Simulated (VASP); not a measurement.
Sr2BN:

```
CELL_PARAMETERS angstrom
3.94548 0.00000 0.00000
-1.97274 3.41689 0.00000
0.00000 0.00000 6.48847
ATOMIC_POSITIONS crystal
Sr 0.33333 0.66667 0.77660
Sr 0.66667 0.33333 0.22340
B 0.00000 0.00000 0.50000
N 0.00000 0.00000 0.00000
```

```yaml
Program: VASP 6.6.1
Task: relaxation of cell and atoms
Functional: PBE
Potentials_or_basis: VASP PAW PBE potentials, release 64 (Sr_sv, B, N)
Cutoff: 600 eV
k_mesh: 6 × 6 × 4
Occupations: gaussian, width 0.1 eV
Spin: no spin polarisation
```

At the start: pressure -0.5 GPa; volume 21.87 Å³/atom.

Question: Where does the relaxation end?

Answer: Over 6 steps the energy falls by 32.5 meV/atom and the volume is 22.03 Å³/atom (+0.8 %); space group P-3m1 (No. 164, to 0.1 Å) before and after.

Step by step:
```csv
step,energy change (eV),largest force (eV/Å),pressure (GPa),volume (Å³)
1,0.0000,1.0242,-0.49,87.47
2,-0.0822,0.5359,0.23,86.63
3,-0.1104,0.0172,1.14,85.82
4,-0.1262,0.0142,-0.03,87.90
5,-0.1270,0.0212,-0.37,88.56
6,-0.1299,0.0199,-0.13,88.13
```

Final structure:
```cif
data_structure
_symmetry_space_group_name_H-M 'P 1'
_symmetry_Int_Tables_number 1
_cell_length_a 3.8943
_cell_length_b 3.8943
_cell_length_c 6.7106
_cell_angle_alpha 90.000
_cell_angle_beta 90.000
_cell_angle_gamma 120.000
_cell_volume 88.13
loop_
_atom_site_label
_atom_site_type_symbol
_atom_site_fract_x
_atom_site_fract_y
_atom_site_fract_z
_atom_site_occupancy
Sr1 Sr 0.33333 0.66667 0.79427 1
Sr2 Sr 0.66667 0.33333 0.20573 1
B1 B 0.00000 0.00000 0.50000 1
N1 N 0.00000 0.00000 0.00000 1
```
